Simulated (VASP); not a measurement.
Input of a VASP 6.6.1 run:

File INCAR:

```
SYSTEM = Nd3Au
  PREC = Accurate
  ENCUT = 500
  EDIFF = 1E-6
  ISMEAR = 0
  SIGMA = 0.1
  LREAL = .FALSE.
  LASPH = .TRUE.
  NELM = 200
  ALGO = Normal
  ISIF = 2
  LWAVE = .FALSE.
  LCHARG = .TRUE.
  GGA = PE
  LELF = .TRUE.
  LVHAR = .TRUE.
  NBANDS = 30
  GGA_COMPAT = .FALSE.
  LMAXMIX = 6
```

The input KPOINTS:

```
regular mesh
0
G
  4 4 4
  0 0 0
```

POSCAR

```
Nd3Au
1.0
    0.0000000000      3.8183073849      3.8183073849
    3.8183073849      0.0000000000      3.8183073849
    3.8183073849      3.8183073849      0.0000000000
Nd Au
3 1
Direct
    0.2500000000      0.2500000000      0.2500000000
    0.7500000000      0.7500000000      0.7500000000
    0.5000000000      0.5000000000      0.5000000000
    0.0000000000      0.0000000000      0.0000000000
```

Potentials or basis: VASP PAW PBE potentials, release 64 (Nd_3, Au), 4f in core.

Launch:

```bash
$ cat potpaw_PBE.64/Nd_3/POTCAR potpaw_PBE.64/Au/POTCAR > POTCAR
$ mpirun -np 1 vasp_std > vasp.out
```

Estimate the pressure.

0.0 GPa.

What does it give for the band gap on the k mesh?

Zero (bands 22 and 23 overlap by 0.79 eV).

Caveat: spin-orbit coupling is left out, which moves the levels of the heavy elements; the 4f electrons are frozen in the core, so they carry no moment and show no levels. Spin polarisation is off, so any magnetic state and its effect on volume and gap are missing.
